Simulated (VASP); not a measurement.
Write the native input for VASP 6.6.1 that does the following.

```yaml
Task: density of states
Functional: LDA
Potentials_or_basis: VASP PAW LDA potentials, release 64 (Cs_sv, O)
Cutoff: 520 eV
k_mesh: 7 × 7 × 7
Occupations: fermi-dirac, width 0.01 eV
Spin: no spin polarisation
Dipole_correction: no
k_mesh_for_the_DOS: 11 × 11 × 11
Occupations_for_the_DOS: tetrahedron
Further_INCAR_settings: ALGO = Normal; EDIFF = 1e-06; NBANDS = 23
```

CsO:

```
Cs O
1.0
    -2.16685    3.21868    3.77883
     2.16685   -3.21868    3.77883
     2.16685    3.21868   -3.77883
Cs O
2 2
Direct
  0.25356 0.25356 0.00000
  0.74644 0.74644 0.00000
  0.61720 0.00000 0.61720
  0.38280 0.00000 0.38280
```

One way to write it, as run:

POSCAR

```
CsO
1.0
   -2.1668547950      3.2186837237      3.7788316351
    2.1668547950     -3.2186837237      3.7788316351
    2.1668547950      3.2186837237     -3.7788316351
Cs O
2 2
Direct
    0.2535603300      0.2535603300      0.0000000000
    0.7464396700      0.7464396700      0.0000000000
    0.6171968000      0.0000000000      0.6171968000
    0.3828032000      0.0000000000      0.3828032000
```

INCAR.step1

```
SYSTEM = CsO
ALGO     = Normal         ! electronic algorithm
EDIFF    = 1E-6           ! SCF threshold, eV
ENCUT    = 520            ! plane-wave cutoff, eV
GGA      = CA             ! functional
ISIF     = 2              ! what is computed and relaxed
ISMEAR   = -1             ! smearing method
LASPH    = .TRUE.         ! aspherical terms in the spheres
LCHARG   = .TRUE.         ! write CHGCAR
LREAL    = .FALSE.        ! projectors in reciprocal space
LWAVE    = .FALSE.        ! write WAVECAR
NBANDS   = 23             ! bands
NELM     = 100            ! most SCF steps
PREC     = Accurate       ! precision mode
SIGMA    = 0.01           ! smearing width, eV
```

KPOINTS.step1

```
k-points
0
G
  7 7 7
  0 0 0
```

INCAR.step2

```
SYSTEM = CsO
ALGO     = Normal         ! electronic algorithm
EDIFF    = 1E-6           ! SCF threshold, eV
ENCUT    = 520            ! plane-wave cutoff, eV
GGA      = CA             ! functional
ICHARG   = 11             ! starting density
ISIF     = 2              ! what is computed and relaxed
ISMEAR   = -5             ! smearing method
LASPH    = .TRUE.         ! aspherical terms in the spheres
LCHARG   = .FALSE.        ! write CHGCAR
LORBIT   = 10             ! projections on sites
LREAL    = .FALSE.        ! projectors in reciprocal space
LWAVE    = .FALSE.        ! write WAVECAR
NBANDS   = 23             ! bands
NEDOS    = 2001           ! points of the DOS
NELM     = 100            ! most SCF steps
PREC     = Accurate       ! precision mode
SIGMA    = 0.01           ! smearing width, eV
```

KPOINTS.step2

```
k-points
0
G
  11 11 11
  0 0 0
```

Potentials or basis: VASP PAW LDA potentials, release 64 (Cs_sv, O).

The run is started by

```sh
$ cat potpaw_LDA.64/Cs_sv/POTCAR potpaw_LDA.64/O/POTCAR > POTCAR
$ cp INCAR.step1 INCAR
$ cp KPOINTS.step1 KPOINTS
$ mpirun -np 1 vasp_std > vasp.out
$ cp INCAR.step2 INCAR
$ cp KPOINTS.step2 KPOINTS
$ mpirun -np 1 vasp_std > vasp.out
```

Results of the run:

The valence electrons inside the program's atomic spheres are Cs 6.56; O 4.84.

Caveat: spin-orbit coupling is left out, which moves the levels of the heavy elements.

Wall time 4.8 min on 1 thread of Intel(R) Xeon(R) 6975P-C (Granite Rapids), with other jobs on the host, peak memory 0.5 GiB.
